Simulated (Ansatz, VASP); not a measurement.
## One calculation of GaAs, two programs

File INCAR:

```
SYSTEM = GaAs
ALGO     = Normal         ! electronic algorithm
EDIFF    = 1E-6           ! SCF threshold, eV
EDIFFG   = -0.005         ! ionic threshold
ENCUT    = 600            ! plane-wave cutoff, eV
GGA      = PE             ! functional
IBRION   = 2              ! ionic algorithm
ISIF     = 3              ! what is computed and relaxed
ISMEAR   = -1             ! smearing method
LASPH    = .TRUE.         ! aspherical terms in the spheres
LCHARG   = .FALSE.        ! write CHGCAR
LREAL    = .FALSE.        ! projectors in reciprocal space
LWAVE    = .FALSE.        ! write WAVECAR
NELM     = 60             ! most SCF steps
NSW      = 60             ! ionic steps
PREC     = Accurate       ! precision mode
SIGMA    = 0.08           ! smearing width, eV
```

File KPOINTS:

```
k-points
0
G
  15 15 15
  0 0 0
```

File POSCAR:

```
GaAs
1.0
    0.0000000000      2.5094205343      2.5094205343
    2.5094205343      0.0000000000      2.5094205343
    2.5094205343      2.5094205343      0.0000000000
Ga As
1 1
Direct
    0.0000000000      0.0000000000      0.0000000000
    0.5000000000      0.5000000000      0.5000000000
```

Input for Ansatz:

```yaml
crystal:
  lattice:
    - [0.0, 2.5094205343, 2.5094205343]
    - [2.5094205343, 0.0, 2.5094205343]
    - [2.5094205343, 2.5094205343, 0.0]
  atoms:
    - { symbol: Ga, position: [0.0, 0.0, 0.0] }
    - { symbol: As, position: [0.5, 0.5, 0.5] }
kpoints:
  mp_grid: { grid: [15, 15, 15] }
scf:
  occupations: { method: fermi_dirac, width: 0.08 }
hamiltonian:
  xc: pbe
  pseudopotentials: { kind: paw }
output:
  forces: true
  stress: true
relax:
  f_tol: 0.005
  max_steps: 40
  cell: {}
```

Alike in both runs: task relaxation of cell and atoms; functional PBE; k mesh 15 × 15 × 15; occupations fermi-dirac, width 0.08 eV; no spin polarisation.

|  | VASP | Ansatz |
| --- | --- | --- |
| version | VASP 6.6.1 | Ansatz 0.2.0 |
| potentials or method | VASP PAW PBE potentials, release 64 (Ga_d, As) | PAW with Ansatz's default frozen-core files, scalar-relativistic |
| plane-wave cutoff (eV) | 600 | 420 |
| valence electrons in the cell | 18 | 28 |

VASP gave:

| Quantity | Value |
| --- | --- |
| relaxed volume (Å³/atom) | 19.65 |
| relaxed cell length with the largest relative difference (Å) | 3.816 |

**Question.** Which values does Ansatz return?

**Answer.** Relaxed volume (Å³/atom): 19.60; relaxed cell length with the largest relative difference (Å): 3.813.

VASP's potentials hold 18 valence electrons a cell and Ansatz's 28, so a difference there can come from the potentials and not from the codes.

Noted on VASP's run: the volume moved by over 15 % at a fixed basis, so the end points are rough.
